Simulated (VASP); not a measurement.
# CoC (Fm-3m) in VASP: notebook, part 2 of 2

VASP 6.6.1. The steps go on from the part before.

## Step 4: Relaxation of cell and atoms, r2SCAN, collinear spin, ferromagnetic start

This run uses another cell than the first one, of 8.94 Å³/atom.

The input, POSCAR:

```
CoC
1.0
    0.0000000000      2.0751951072      2.0751951072
    2.0751951072      0.0000000000      2.0751951072
    2.0751951072      2.0751951072      0.0000000000
Co C
1 1
Direct
    0.0000000000      0.0000000000      0.0000000000
    0.5000000000      0.5000000000      0.5000000000
```

The input, INCAR.step1:

```
PREC = Accurate ; ENCUT = 600
ISMEAR = 0 ; SIGMA = 0.1
LREAL = False ; LASPH = True
NELM = 150 ; ISPIN = 2
MAGMOM = 0.52 0 ; LMAXMIX = 4
GGA = PE ; ALGO = Normal
EDIFF = 1E-4 ; LWAVE = True
LCHARG = False
```

The input, INCAR.step2:

```
PREC = Accurate ; ENCUT = 600
EDIFF = 1E-6 ; ISMEAR = 0
SIGMA = 0.1 ; LREAL = False
LASPH = True ; NELM = 150
ALGO = Normal ; ISIF = 3
LWAVE = False ; LCHARG = False
ISPIN = 2 ; MAGMOM = 0.52 0
LORBIT = 11 ; LMAXMIX = 4
METAGGA = R2SCAN ; LMIXTAU = True
IBRION = 2 ; NSW = 90
EDIFFG = -0.04 ; ISTART = 1
```

The input, KPOINTS:

```
regular mesh
0
Gamma
  8 8 8
```

Potentials or basis: VASP PAW PBE potentials, release 64 (Co, C).

Launch:

```sh
$ cat potpaw_PBE.64/Co/POTCAR potpaw_PBE.64/C/POTCAR > POTCAR
$ cp INCAR.step1 INCAR
$ mpirun -np 1 vasp_std > vasp.out
$ cp INCAR.step2 INCAR
$ mpirun -np 1 vasp_std > vasp.out
```

OUTCAR:

```text
PREC = Accurate
   ENCUT = 600
   EDIFF = 1E-6
   ISMEAR = 0
   LREAL = False
   LASPH = True
   NELM = 150
   ISIF = 3
   ISPIN = 2
   LORBIT = 11
   METAGGA = R2SCAN
   IBRION = 2
   NSW = 90
   EDIFFG = -0.04
   ISTART = 1

 ion  position               nearest neighbor table
   1  0.000  0.000  0.000-   2 2.08   2 2.08   2 2.08   2 2.08   2 2.08   2 2.08
   2  0.500  0.500  0.500-   1 2.08   1 2.08   1 2.08   1 2.08   1 2.08   1 2.08

  LATTYP: Found a face centered cubic cell.
 ALAT       =     4.1503902144

  Lattice vectors:

 A1 = (   0.0000000000,   2.0751951072,   2.0751951072)
 A2 = (   2.0751951072,   0.0000000000,   2.0751951072)
 A3 = (   2.0751951072,   2.0751951072,   0.0000000000)

Analysis of symmetry for initial positions (statically):
=====================================================================
 Subroutine PRICEL returns:
 Original cell was already a primitive cell.

 Routine SETGRP: Setting up the symmetry group for a
 face centered cubic supercell.

 Subroutine GETGRP returns: Found 48 space group operations
 (whereof 48 operations were pure point group operations)
 out of a pool of 48 trial point group operations.

The static configuration has the point symmetry O_h .

Analysis of symmetry for dynamics (positions and initial velocities):
=====================================================================
 Subroutine PRICEL returns:
 Original cell was already a primitive cell.

 Routine SETGRP: Setting up the symmetry group for a
 face centered cubic supercell.

 Subroutine GETGRP returns: Found 48 space group operations
 (whereof 48 operations were pure point group operations)
 out of a pool of 48 trial point group operations.

The dynamic configuration has the point symmetry O_h .

Analysis of structural, dynamic, and magnetic symmetry:
=====================================================================
 Subroutine PRICEL returns:
 Original cell was already a primitive cell.

 Routine SETGRP: Setting up the symmetry group for a
 face centered cubic supercell.

 Subroutine GETGRP returns: Found 48 space group operations
 (whereof 48 operations were pure point group operations)
 out of a pool of 48 trial point group operations.

The overall configuration has the point symmetry O_h .

 Subroutine INISYM returns: Found 48 space group operations
 (whereof 48 operations are pure point group operations),
 and found     1 'primitive' translations

----------------------------------------------------------------------------------------

                                     Primitive cell

  volume of cell :      17.8734

  direct lattice vectors                    reciprocal lattice vectors
     0.000000000  2.075195107  2.075195107    -0.240941200  0.240941200  0.240941200
     2.075195107  0.000000000  2.075195107     0.240941200 -0.240941200  0.240941200
     2.075195107  2.075195107  0.000000000     0.240941200  0.240941200 -0.240941200

  length of vectors
     2.934769065  2.934769065  2.934769065     0.417322401  0.417322401  0.417322401

  position of ions in fractional coordinates (direct lattice)
     0.000000000  0.000000000  0.000000000
     0.500000000  0.500000000  0.500000000

  ion indices of the primitive-cell ions
   primitive index   ion index
                 1           1
                 2           2

----------------------------------------------------------------------------------------
[... 50 lines left out ...]
 -0.375000  0.250000  0.125000     24.000000
 [... further k-points ...]
   k-points           NKPTS =     29   k-points in BZ     NKDIM =     29   number of bands    NBANDS=     10
   number of dos      NEDOS =    301   number of ions     NIONS =      2
   total plane-waves  NPLWV =  13824
   dimension x,y,z NGX =    24 NGY =   24 NGZ =   24
   dimension x,y,z NGXF=    48 NGYF=   48 NGZF=   48
   ions per type =               1   1
   NGX,Y,Z   is equivalent  to a cutoff of  13.60, 13.60, 13.60 a.u.
   NGXF,Y,Z  is equivalent  to a cutoff of  27.19, 27.19, 27.19 a.u.
 SYSTEM =  unknown system
   PREC   = accura    normal or accurate (medium, high low for compatibility)
   ISTART =      1    job   : 0-new  1-cont  2-samecut
   ICHARG =      0    charge: 1-file 2-atom 10-const
   ISPIN  =      2    spin polarized calculation?
   LNONCOLLINEAR =      F non collinear calculations
   LSORBIT =      F    spin-orbit coupling
   LASPH  =      T    aspherical Exc in radial PAW
   ENCUT  =  600.0 eV  44.10 Ry    6.64 a.u.   5.86  5.86  5.86*2*pi/ulx,y,z
   NELM   =    150;   NELMIN=  2; NELMDL=  0     # of ELM steps
   EDIFF  = 0.1E-05   stopping-criterion for ELM
   LREAL  =      F    real-space projection
   EDIFFG = -.4E-01   stopping-criterion for IOM
   NSW    =     90    number of steps for IOM
   IBRION =      2    ionic relax: 0-MD 1-quasi-New 2-CG
   NFREE  =      1    steps in history (QN), initial steepest desc. (CG)
   ISIF   =      3    stress and relaxation
   ISYM   =      2    0-nonsym 1-usesym 2-fastsym
   POTIM  = 0.5000    time-step for ionic-motion
   TEBEG  =    0.0;   TEEND  =   0.0 temperature during run
   PSTRESS=    0.0 pullay stress
   NELECT =      13.0000    total number of electrons
   NUPDOWN=      -1.0000    fix difference up-down
   EMIN   =  10.00;   EMAX   =-10.00  energy-range for DOS
   EFERMI =   0.00;   METHOD = LEGACY
   ISMEAR =     0;   SIGMA  =   0.10  broadening in eV -4-tet -1-fermi 0-gaus
   EFERMI_NEDOS =   21; number of points for ismear=-14 and -15
   IALGO  =     38    algorithm
   IMIX   =      4    mixing-type and parameters
     AMIX     =   0.40;   BMIX     =  1.00
     AMIX_MAG =   1.60;   BMIX_MAG =  1.00
  volume/ion in A,a.u.               =       8.94        60.31
  Fermi-wavevector in a.u.,A,eV,Ry     =   1.472268  2.782184 29.491641  2.167574
  Thomas-Fermi vector in A             =   2.587304
   LORBIT       =     11    0 simple, 1 ext, 2 COOP (PROOUT), +10 PAW based schemes
   METAGGA = R2SCAN    functional components
   LHFCALC =     F    Hartree Fock is set to
   AEXX    =    0.0000 exact exchange contribution
   IVDW    =     0    specifies the selected vdW correction
   LEPSILON=     F    determine dielectric tensor
   LRPA    =     F    only Hartree local field effects (RPA)
 conjugate gradient relaxation of ions
 spin polarized calculation
 Gauss-broadening in eV      SIGMA  =   0.10
  energy-cutoff  :      600.00
  volume of cell :       17.87
 maximum number of plane-waves:       609
   NGX = 11   NGY = 11   NGZ = 11

--------------------------------------- Ionic step        1  -------------------------------------------

 number of electron      13.0000000 magnetization       0.5838476

 Free energy of the ion-electron system (eV)
  ---------------------------------------------------
  ext. energy  EPLUGINS =         0.00000000
  ---------------------------------------------------
  free energy    TOTEN  =       -21.26711421 eV

  energy without entropy =      -21.26087354  energy(sigma->0) =      -21.26399387

 E-fermi :   9.0168     XC(G=0): -13.9734

 val. band max:        8.9882320228   @ k =  -0.3750   0.3750   0.0000
 cond. band min:       9.0442976895   @ k =  -0.2500   0.1250   0.0000
 fundamental gap:      0.0560656667
 Fermi energy:         9.0168012644

 spin component 1

 k-point     1 :       0.0000    0.0000    0.0000
  band No.  band energies     occupation
      1      -6.1656      1.00000
      2       6.3272      1.00000
      3       6.3272      1.00000
      4       6.3272      1.00000
      5       7.2947      1.00000
      6       7.2947      1.00000
      7      10.3278      0.00000
      8      10.3278      0.00000
      9      10.3278      0.00000
     10      20.4869      0.00000
[... 722 lines left out ...]
--------------------------------------- Ionic step        4  -------------------------------------------

 number of electron      12.9999996 magnetization       0.4923817

 Free energy of the ion-electron system (eV)
  ---------------------------------------------------
  ext. energy  EPLUGINS =         0.00000000
  ---------------------------------------------------
  free energy    TOTEN  =       -21.47862149 eV

  energy without entropy =      -21.47380194  energy(sigma->0) =      -21.47621172

 E-fermi :  10.8646     XC(G=0): -14.7435

 val. band max:       10.8508133354   @ k =   0.5000   0.2500   0.0000
 cond. band min:      10.8913931428   @ k =  -0.3750   0.2500   0.1250
 fundamental gap:      0.0405798075
 Fermi energy:        10.8646213869

 spin component 1

 k-point     1 :       0.0000    0.0000    0.0000
  band No.  band energies     occupation
      1      -5.5123      1.00000
      2       7.8159      1.00000
      3       7.8159      1.00000
      4       7.8160      1.00000
      5       8.8331      1.00000
      6       8.8332      1.00000
      7      12.1615      0.00000
      8      12.1615      0.00000
      9      12.1615      0.00000
     10      24.3206      0.00000
[... 644 lines left out ...]
  FREE ENERGIE OF THE ION-ELECTRON SYSTEM (eV)
  ---------------------------------------------------
  free  energy   TOTEN  =       -21.4786214947 eV

  energy  without entropy=      -21.4738019415  energy(sigma->0) =      -21.47621172

 reached required accuracy - stopping structural energy minimisation

 total charge

# of ion       s       p       d       tot
------------------------------------------
    1        0.468   0.715   7.500   8.682
    2        0.900   1.459   0.000   2.359
--------------------------------------------------
tot          1.368   2.174   7.500  11.041

 magnetization (x)

# of ion       s       p       d       tot
------------------------------------------
    1        0.025   0.015   0.367   0.408
    2        0.006   0.064   0.000   0.070
--------------------------------------------------
tot          0.031   0.079   0.367   0.478
```

Run time: 80 s. Hardware: 1 thread of Intel Xeon Platinum 8488C (Sapphire Rapids), shared host; peak memory 0.17 GiB.

What came out:

```
Free energy                                           : -21.4786 eV
Relaxed volume                                        : 7.93 Å³/atom
Relaxed cell                                          : a = 2.820 Å, b = 2.820 Å, c = 2.820 Å, α = 60.00°, β = 60.00°, γ = 60.00°
Space group after relaxing (to 0.1 Å)                 : Fm-3m (No. 225)
Energy gained by relaxing                             : 105.8 meV/atom
Ionic steps                                           : 4
Pressure after relaxing                               : -0.1 GPa
Net moment                                            : 0.49 μB per cell
Site moments                                          : Co +0.41; C +0.07 μB
Valence electrons inside the program's atomic spheres : Co 8.68; C 2.36
```

The path:
```tsv
step	energy change (eV)	largest force (eV/Å)	pressure (GPa)	volume (Å³)
1	0.0000	0.0000	-30.01	17.87
2	0.1087	0.0000	58.81	13.88
3	-0.2113	0.0000	-1.09	15.91
4	-0.2115	0.0000	-0.14	15.86
```

Final structure:
```
CELL_PARAMETERS angstrom
0.00000 1.99429 1.99429
1.99429 0.00000 1.99429
1.99429 1.99429 0.00000
ATOMIC_POSITIONS crystal
Co 0.00000 0.00000 0.00000
C 0.50000 0.50000 0.50000
```

Levels at points of the mesh, in eV from the Fermi level:
Spin up:
```
           k point  band 5  band 6  band 7  band 8  band 9  band 10
(0.00, 0.00, 0.00)   -2.03   -2.03    1.30    1.30    1.30    13.46
(0.50, 0.00, 0.00)   -1.68   -1.68   -0.44    5.50    5.50    10.06
(0.50, 0.50, 0.00)   -1.66   -1.43   -1.43   -1.41    1.59     9.89
```
Spin down:
```tsv
k point	band 4	band 5	band 6	band 7	band 8	band 9
(0.00, 0.00, 0.00)	-2.39	-1.85	-1.85	1.54	1.54	1.54
(0.50, 0.00, 0.00)	-4.98	-1.01	-1.01	0.24	5.76	5.76
(0.50, 0.50, 0.00)	-1.48	-1.48	-1.22	-0.67	-0.67	1.80
```

Caveat: the PAW data sets were made with another functional, which shifts forces and pressure a little.

## Step 5: Single point, r2SCAN, collinear spin, ferromagnetic start

The input, POSCAR:

```
CoC
1.0
    0.0000000000      1.9920842080      1.9920842080
    1.9920842080      0.0000000000      1.9920842080
    1.9920842080      1.9920842080      0.0000000000
Co C
1 1
Direct
    0.0000000000      0.0000000000      0.0000000000
    0.5000000000      0.5000000000      0.5000000000
```

The input, INCAR.step1:

```
PREC = Accurate
ENCUT = 520
ISMEAR = 0
SIGMA = 0.1
LREAL = F
LASPH = T
NELM = 150
ISPIN = 2
MAGMOM = 0.42 0
LMAXMIX = 4
NBANDS = 18
GGA = PE
ALGO = Normal
EDIFF = 1E-4
LWAVE = T
LCHARG = F
```

The input, INCAR.step2:

```
PREC = Accurate
ENCUT = 520
EDIFF = 1E-6
ISMEAR = 0
SIGMA = 0.1
LREAL = F
LASPH = T
NELM = 150
ALGO = Normal
ISIF = 2
LWAVE = F
LCHARG = F
ISPIN = 2
MAGMOM = 0.42 0
LORBIT = 11
LMAXMIX = 4
METAGGA = R2SCAN
LMIXTAU = T
NBANDS = 18
ISTART = 1
```

The input, KPOINTS:

```
regular mesh
0
Gamma
  24 24 24
```

Launch:

```sh
$ cat potpaw_PBE.64/Co/POTCAR potpaw_PBE.64/C/POTCAR > POTCAR
$ cp INCAR.step1 INCAR
$ mpirun -np 1 vasp_std > vasp.out
$ cp INCAR.step2 INCAR
$ mpirun -np 1 vasp_std > vasp.out
```

Wall time 7.1 min (1 thread of Intel Xeon Platinum 8488C (Sapphire Rapids), shared host); peak memory 0.31 GiB.

Results (log left out):

```yaml
Free_energy: -21.4717 eV
Pressure: 1.0 GPa
Net_moment: 0.43 μB per cell
Site_moments: Co +0.37; C +0.05 μB
Valence_electrons_inside_the_program's_atomic_spheres: Co 8.69; C 2.36
```

Levels at points of the mesh, in eV from the Fermi level:
Spin up:
```tsv
k point	band 5	band 6	band 7	band 8	band 9	band 10
(0.00, 0.00, 0.00)	-2.05	-2.05	1.32	1.32	1.32	13.53
(0.50, 0.00, 0.00)	-1.65	-1.65	-0.40	5.53	5.53	10.08
(0.50, 0.50, 0.00)	-1.66	-1.43	-1.39	-1.39	1.60	9.93
```
Spin down:
```tsv
k point	band 3	band 4	band 5	band 6	band 7	band 8	band 9	band 10
(0.00, 0.00, 0.00)	-2.44	-2.44	-1.86	-1.86	1.49	1.49	1.49	13.74
(0.50, 0.00, 0.00)	-5.03	-5.03	-1.05	-1.05	0.20	5.75	5.75	10.18
(0.50, 0.50, 0.00)	-3.93	-1.52	-1.52	-1.23	-0.71	-0.71	1.81	10.14
```

Caveat: the PAW data sets were made with another functional, which shifts forces and pressure a little.

## Step 6: Summary

```csv
task,cell,k mesh,cutoff (eV),gap on the mesh (eV),pressure (GPa),moment (μB)
single point,"a = 2.818 Å, angles 60.0°, 2 atoms",8 × 8 × 8,520,none,0.9,0.49
single point,"a = 2.935 Å, angles 60.0°, 2 atoms",8 × 8 × 8,520,none,-29.7,0.58
relaxation of cell and atoms,"relaxed from a = 2.935 Å, angles 60.0°, 2 atoms",8 × 8 × 8,600,none,-0.1,0.49
single point,"a = 2.817 Å, angles 60.0°, 2 atoms",24 × 24 × 24,520,none,1.0,0.43
```

Alike in all rows: level r2SCAN; potentials or basis VASP PAW PBE potentials, release 64 (Co, C); spin collinear, ferromagnetic start; smearing gaussian 0.1 eV.

Caveats: the PAW data sets were made with another functional, which shifts forces and pressure a little; the cell stands under tension (at least some runs).

Total energies depend on the potentials used, so only differences within one code and one set of settings carry meaning.
